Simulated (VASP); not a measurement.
# Au: single point with PBE+D3(BJ)

The system is Au.

```xyz
1
Lattice="0.0000 2.0516 2.0516 2.0516 0.0000 2.0516 2.0516 2.0516 0.0000" Properties=species:S:1:pos:R:3 pbc="T T T"
Au    0.0000    0.0000    0.0000
```

- Program: VASP 6.6.1
- Task: single point
- Functional: PBE
- Dispersion: D3(BJ)
- Potentials or basis: VASP PAW PBE potentials, release 64 (Au)
- Cutoff: 520 eV
- k mesh: 18 × 18 × 18
- Occupations: gaussian, width 0.1 eV
- Spin: no spin polarisation
- Dipole correction: no
- Further INCAR settings: ALGO = Normal; EDIFF = 1e-07; NBANDS = 12

* Pressure: -0.3 GPa
* Dispersion energy per atom: -0.656 eV

Levels at points of the mesh, in eV from the Fermi level:
| k point | band 4 | band 5 | band 6 | band 7 | band 8 | band 9 |
| --- | --- | --- | --- | --- | --- | --- |
| (0.00, 0.00, 0.00) | -4.59 | -3.11 | -3.11 | 14.57 | 18.49 | 18.49 |
| (0.50, 0.00, 0.00) | -1.94 | -1.94 | -0.87 | 3.03 | 14.02 | 17.06 |
| (0.50, 0.50, 0.00) | -1.63 | -1.63 | 1.09 | 5.69 | 10.00 | 10.00 |

Run time: 14 s on 1 thread of Intel(R) Xeon(R) 6975P-C (Granite Rapids) (shared host), peak memory 0.18 GiB.

Caveat: spin-orbit coupling is left out, which moves the levels of the heavy elements; pairwise dispersion overbinds metals, which lowers pressure and volume.
